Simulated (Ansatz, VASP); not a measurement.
# AgCl: VASP beside Ansatz

Contents of INCAR:

```
PREC = Accurate
ENCUT = 520
EDIFF = 1E-6
ISMEAR = 0
SIGMA = 0.05
LREAL = False
LASPH = True
NELM = 60
ALGO = Normal
ISIF = 2
LWAVE = False
LCHARG = True
GGA = PS
LELF = True
LVHAR = True
NBANDS = 16
```

Contents of KPOINTS:

```
regular mesh
0
Gamma
  10 10 10
```

The input POSCAR:

```
AgCl
1.0
    3.4339730000      0.0000000000      0.0000000000
    0.0000000000      3.4339730000      0.0000000000
    0.0000000000      0.0000000000      3.4339730000
Ag Cl
1 1
Direct
    0.0000000000      0.0000000000      0.0000000000
    0.4635990149      0.5000000000      0.5000000000
```

Input for Ansatz:

```yaml
crystal:
  lattice:
    - [3.433973, 0.0, 0.0]
    - [0.0, 3.433973, 0.0]
    - [0.0, 0.0, 3.433973]
  atoms:
    - { symbol: Ag, position: [0.0, 0.0, 0.0] }
    - { symbol: Cl, position: [0.4635990149, 0.5, 0.5] }
basis:
  ecutwfc: 420
kpoints:
  mp_grid: { grid: [10, 10, 10] }
hamiltonian:
  xc: pbesol
scf:
  occupations: { method: gaussian, width: 0.05 }
output:
  forces: true
  stress: true
  eigenvalues: true
```

Change from the starting cell: all Cl atoms moved +0.125 Å, as atom 2 towards its neighbour atom 2 (Cl) at 3.434 Å.

Alike in both runs: task single point; functional PBEsol; k mesh 10 × 10 × 10; occupations gaussian, width 0.05 eV; no spin polarisation.

```csv
,VASP,Ansatz
version,VASP 6.6.1,Ansatz 0.2.0
potentials or method,"VASP PAW PBE potentials, release 64 (Ag, Cl), cutoff 520 eV","scalar-relativistic, plane waves, PAW"
valence electrons in the cell,18,26
```

|  | VASP | Ansatz | Ansatz less VASP |
| --- | --- | --- | --- |
| gap on the k mesh at the Fermi level (eV) | 0.40 | 0.40 | 0.000 |
| least direct gap on the mesh (eV) | 1.86 | 1.86 | -0.001 |
| pressure (GPa) | -4.5 | -4.4 | +0.10 |
| rms of the force components (eV/Å) | 0.010 | 0.010 | -0.0002 |

VASP's potentials were made for PBE, not for PBEsol. Atom by atom the forces differ by 0.000 eV/Å (rms over components). VASP's potentials hold 18 valence electrons a cell and Ansatz's 26, so a difference there can come from the potentials and not from the codes.
